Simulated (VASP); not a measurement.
A run of VASP 6.6.1:

File INCAR:

```
  ALGO = Normal
  EDIFF = 1E-7
  ENCUT = 520
  GGA = PE
  ISIF = 2
  ISMEAR = 0
  LASPH = True
  LCHARG = False
  LREAL = False
  LWAVE = False
  NBANDS = 16
  NELM = 60
  PREC = Accurate
  SIGMA = 0.05
```

The input KPOINTS:

```
k-points
0
Gamma
  10 10 10
```

Contents of POSCAR:

```
CdTe
1.0
    0.0000000000      3.3090893088      3.3090893088
    3.2429075226      0.0000000000      3.3090893088
    3.2429075226      3.3090893088      0.0000000000
Cd Te
1 1
Direct
    0.0000000000      0.0000000000      0.0000000000
    0.2500000000      0.2500000000      0.2500000000
```

Potentials or basis: VASP PAW PBE potentials, release 64 (Cd, Te).

Launch:

```bash
$ cat potpaw_PBE.64/Cd/POTCAR potpaw_PBE.64/Te/POTCAR > POTCAR
$ mpirun -np 1 vasp_std > vasp.out
```

Hardware: 1 thread of AMD EPYC 9R45 96-Core Processor (Zen 5), on a shared host.

Problem. Estimate the wall time of this run.

Solution. It took 72 s on 1 thread of AMD EPYC 9R45 96-Core Processor (Zen 5) (shared host), peak memory 0.25 GiB. Counts: scf iterations 14, k points 102.
